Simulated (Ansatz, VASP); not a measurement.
## Two plane-wave programs on MgO

```
Mg O
1.0
     0.00000    2.12050    2.12050
     2.12050    0.00000    2.12050
     2.12050    2.12050    0.00000
Mg O
1 1
Cartesian
  0.0000 0.0000 0.0000
  2.1205 2.1205 2.1205
```

Alike in both runs: task single point; functional PBE; k mesh 8 × 8 × 8; occupations tetrahedron; no spin polarisation.

```csv
,VASP,Ansatz
version,VASP 6.6.1,Ansatz 0.2.0
potentials or method,"VASP PAW PBE potentials, release 64 (Mg, O), cutoff 600 eV","PAW, plane waves, scalar-relativistic"
valence electrons in the cell,8,16
```

VASP gave:

| Quantity | Value |
| --- | --- |
| gap on the k mesh at the Fermi level (eV) | 4.53 |
| pressure (GPa) | 0.4 |

Q: Estimate Ansatz's values.

A: gap on the k mesh at the Fermi level (eV): 4.55; pressure (GPa): 1.4.

VASP's potentials hold 8 valence electrons a cell and Ansatz's 16, so a difference there can come from the potentials and not from the codes. Ansatz's warnings: band table not solved further, tetrahedron derivatives may miss energy slope.
